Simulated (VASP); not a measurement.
## Ti2O: single point with PBEsol

The system is Ti2O.

```xyz
3
Lattice="2.9194 0.0000 0.0000 -1.4597 2.5283 0.0000 0.0000 0.0000 4.7130" Properties=species:S:1:pos:R:3 pbc="T T T"
Ti    1.4597    0.8428    1.3137
Ti    0.0000    1.6855    3.3993
O     0.0000    0.0000    0.0000
```

```
Program             : VASP 6.6.1
Task                : single point
Functional          : PBEsol
Potentials or basis : VASP PAW PBE potentials, release 64 (Ti_sv, O)
Cutoff              : 520 eV
k mesh              : 18 × 18 × 8, shifted
Occupations         : gaussian, width 0.1 eV
Spin                : no spin polarisation
```

| Quantity | Value |
| --- | --- |
| Pressure | 4.7 GPa |
| Largest force | 1.280 eV/Å |
| Band gap on the k mesh | zero (bands 15 and 16 overlap by 0.79 eV) |

Forces in eV/Å, atoms in the order of the input:
```
Ti   0.000  0.000 -1.280
Ti   0.000  0.000  1.280
O    0.000  0.000  0.000
```

Stress tensor (GPa, compression positive):
```
3.02 0.00 0.00
0.00 3.02 0.00
0.00 0.00 8.01
```

Levels at points of the mesh, in eV from the Fermi level:
```tsv
k point	band 12	band 13	band 14	band 15	band 16	band 17	band 18	band 19
(0.03, 0.03, 0.06)	-5.78	-3.60	-0.64	0.40	0.46	0.60	0.74	1.03
```

Run time: 26 min on 1 thread of AMD EPYC 9R45 96-Core Processor (Zen 5) (shared host), peak memory 2.3 GiB.

Caveat: the cell stands under pressure; the PAW data sets were made with another functional, which shifts forces and pressure a little.
